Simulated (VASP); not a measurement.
## TaTi3: single point with LDA

Crystal: TaTi3.

```xyz
4
Lattice="0.0000 3.1822 3.1822 3.1822 0.0000 3.1822 3.1822 3.1822 0.0000" Properties=species:S:1:pos:R:3 pbc="T T T"
Ta    0.0000    0.0000    0.0000
Ti    3.1822    3.1822    3.1822
Ti    1.5911    1.5911    1.5911
Ti    4.7734    4.7734    4.7734
```

```yaml
Program: VASP 6.6.1
Task: single point
Functional: LDA
Potentials_or_basis: VASP PAW LDA potentials, release 64 (Ta_pv, Ti_sv)
Cutoff: 500 eV
k_mesh: 7 × 7 × 7
Occupations: fermi-dirac, width 0.05 eV
Spin: no spin polarisation
Dipole_correction: no
Further_INCAR_settings: ALGO = Normal; EDIFF = 1e-06; NBANDS = 32
```

* Pressure: 0.0 GPa
* Band gap on the k mesh: zero (an odd number of electrons rules out a gap without spin polarisation)

Levels at points of the mesh, in eV from the Fermi level:
```
           k point  band 20  band 21  band 22  band 23  band 24  band 25  band 26  band 27  band 28  band 29
(0.00, 0.00, 0.00)    -1.14    -1.14    -0.49    -0.49    -0.49     0.95     0.95     0.95     3.00     3.00
```

Wall time 2.4 min on 1 thread of AMD EPYC 7R13, with other jobs on the host, peak memory 0.16 GiB.

Caveat: spin-orbit coupling is left out, which moves the levels of the heavy elements.
